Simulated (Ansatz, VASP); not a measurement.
**Cd: VASP beside Ansatz**

The input INCAR:

```
SYSTEM = Cd
PREC = Accurate
ENCUT = 520
EDIFF = 1E-6
ISMEAR = -5
SIGMA = 0.05
LREAL = .False.
LASPH = .True.
NELM = 150
ALGO = Normal
ISIF = 2
LWAVE = .False.
LCHARG = .False.
LNONCOLLINEAR = .True.
MAGMOM = 0 0 0.5
LORBIT = 11
GGA = PS
NBANDS = 23
```

The input KPOINTS:

```
regular mesh
0
Gamma
  10 10 10
  0 0 0
```

POSCAR

```
Cd
1.0
   -1.8193175905      1.8193175905      1.8193175905
    1.8193175905     -1.8193175905      1.8193175905
    1.8193175905      1.8193175905     -1.8193175905
Cd
1
Direct
    0.0000000000      0.0000000000      0.0000000000
```

File input.yaml:

```yaml
crystal:
  lattice:
    - [-1.8193175905, 1.8193175905, 1.8193175905]
    - [1.8193175905, -1.8193175905, 1.8193175905]
    - [1.8193175905, 1.8193175905, -1.8193175905]
  atoms:
    - { symbol: Cd, position: [0.0, 0.0, 0.0], spin: 0.5, spin_axis: [0.0, 0.0, 0.5] }
hamiltonian:
  xc: pbesol
  pseudopotentials: { kind: paw, accuracy: stringent, xc_functional: pbe }
magnetization:
  noncollinear: true
  spin_orbit: false
kpoints:
  mp_grid: { grid: [10, 10, 10] }
scf:
  occupations: { method: tetrahedron }
output:
  forces: true
  stress: true
```

Alike in both runs: task single point; functional PBEsol; k mesh 10 × 10 × 10; occupations tetrahedron; non-collinear spin.

|  | VASP | Ansatz |
| --- | --- | --- |
| version | VASP 6.6.1 | Ansatz 0.2.0 |
| potentials or method | VASP PAW PBE potentials, release 64 (Cd) | SSSP precision PAW |
| plane-wave cutoff (eV) | 520 | 1361 |
| valence electrons in the cell | 12 | 20 |

```tsv
	VASP	Ansatz	Ansatz less VASP
gap on the k mesh at the Fermi level (eV)	none	none	-
pressure (GPa)	-4.2	-4.4	-0.19
traceless stress, the component that is largest in VASP (GPa)	-0.35	0.00	+0.355
net moment per atom (μB)	0.00	0.00	0.000
```

VASP's potentials were made for PBE, not for PBEsol. A gap of «none» marks a metal or a gap that the smearing closes. VASP's potentials hold 12 valence electrons a cell and Ansatz's 20, so a difference there can come from the potentials and not from the codes.
